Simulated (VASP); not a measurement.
Write the native input for VASP 6.6.1 that does the following.

- Task: single point
- Functional: RPBE
- Dispersion: D4
- Potentials or basis: VASP PAW PBE potentials, release 64 (Ta_pv, N)
- Cutoff: 520 eV
- k mesh: 10 × 10 × 10
- Occupations: fermi-dirac, width 0.05 eV
- Spin: no spin polarisation
- Dipole correction: no
- Further INCAR settings: ALGO = Normal; EDIFF = 1e-07; NBANDS = 15

The structure of TaN lies in POSCAR:

```
TaN
1.0
    0.0000000000      2.1943494583      2.1943494583
    2.1943494583      0.0000000000      2.1943494583
    2.1943494583      2.1943494583      0.0000000000
Ta N
1 1
Direct
    0.5000000000      0.5000000000      0.5000000000
    0.0000000000      0.0000000000      0.0000000000
```

These files were run (other wordings do the same):

INCAR

```
PREC = Accurate ; ENCUT = 520
EDIFF = 1E-7 ; ISMEAR = -1
SIGMA = 0.05 ; LREAL = False
LASPH = True ; NELM = 80
ALGO = Normal ; ISIF = 2
LWAVE = False ; LCHARG = False
GGA = RP ; IVDW = 13
NBANDS = 15
```

KPOINTS

```
Automatic mesh
0
Gamma
  10 10 10
```

Potentials or basis: VASP PAW PBE potentials, release 64 (Ta_pv, N).

The run is started by

```console
$ cat potpaw_PBE.64/Ta_pv/POTCAR potpaw_PBE.64/N/POTCAR > POTCAR
$ mpirun -np 1 vasp_std > vasp.out
```

Results of the run:

```json
{"Pressure": "0.7 GPa", "Band gap on the k mesh": "zero (band 8 reaches 11.65 eV, above the bottom of band 9 at 7.61 eV)", "Dispersion energy per atom": "-0.625 eV"}
```

Caveat: the PAW data sets were made with another functional, which shifts forces and pressure a little; spin-orbit coupling is left out, which moves the levels of the heavy elements; pairwise dispersion overbinds metals, which lowers pressure and volume.

It took 22 s on 1 thread of AMD EPYC 7R43 64-Core Processor (Zen 3), on a shared host, peak memory 0.11 GiB.
